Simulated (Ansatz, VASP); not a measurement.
**One calculation of CO2, two programs**

```
C O
1.0
     5.63000    0.00000    0.00000
     0.00000    5.63000    0.00000
     0.00000    0.00000    5.63000
C O
4 8
Direct
  0.00000 0.00000 0.00000
  0.50000 0.00000 0.50000
  0.50000 0.50000 0.00000
  0.00000 0.50000 0.50000
  0.11981 0.11981 0.11981
  0.38019 0.88019 0.61981
  0.61981 0.38019 0.88019
  0.88019 0.61981 0.38019
  0.88019 0.88019 0.88019
  0.61981 0.11981 0.38019
  0.38019 0.61981 0.11981
  0.11981 0.38019 0.61981
```

Alike in both runs: functional PBE; k mesh 4 × 4 × 4; occupations fermi-dirac, width 0.02 eV; no spin polarisation.

Ansatz relaxed the structure, and its values are those at the end. VASP's run is a single point on that final structure, the one shown.

```csv
,VASP,Ansatz
version,VASP 6.6.1,Ansatz 0.2.0
potentials or method,"VASP PAW PBE potentials, release 64 (C, O)","plane-wave PAW, scalar-relativistic"
plane-wave cutoff (eV),520,420
valence electrons in the cell,64,64
```

Ansatz gave:

```
gap on the k mesh at the Fermi level (eV) : 6.79
pressure (GPa)                            : 1.3
rms of the force components (eV/Å)        : 0.008
```

Q: Which values does VASP return?

A: gap on the k mesh at the Fermi level (eV): 6.77; pressure (GPa): 2.8; rms of the force components (eV/Å): 0.307.

One of these differences is far larger than is usual between the two programs; its cause wasn't traced. Ansatz's warnings: stress scf threshold loose.

Noted on VASP's run: the standard files for N, O and F lose accuracy on very short bonds.
